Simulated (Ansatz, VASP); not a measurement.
## Pd: VASP beside Ansatz

```
Pd
1.0
     4.50415    0.00000    0.00000
    -2.25208    3.90071    0.00000
     0.00000    0.00000    2.68057
Pd
3
Cartesian
  0.0000 0.0000 0.0000
  0.0000 2.6005 1.3403
  2.2521 1.3002 1.3403
```

Alike in both runs: functional PBE; k mesh 9 × 9 × 12; occupations fermi-dirac, width 0.1 eV; no spin polarisation.

Ansatz relaxed the structure, and its values are those at the end. VASP's run is a single point on that final structure, the one shown.

```csv
,VASP,Ansatz
version,VASP 6.6.1,Ansatz 0.2.0
potentials or method,"VASP PAW PBE potentials, release 64 (Pd)","PAW with Ansatz's default frozen-core files, scalar-relativistic"
plane-wave cutoff (eV),520,420
valence electrons in the cell,30,54
```

Ansatz gave:

| Item | Value |
| --- | --- |
| pressure (GPa) | 0.0 |

Task: What did VASP give for the same quantities?

Result: Pressure (GPa): -0.3.

VASP's potentials hold 30 valence electrons a cell and Ansatz's 54, so a difference there can come from the potentials and not from the codes.
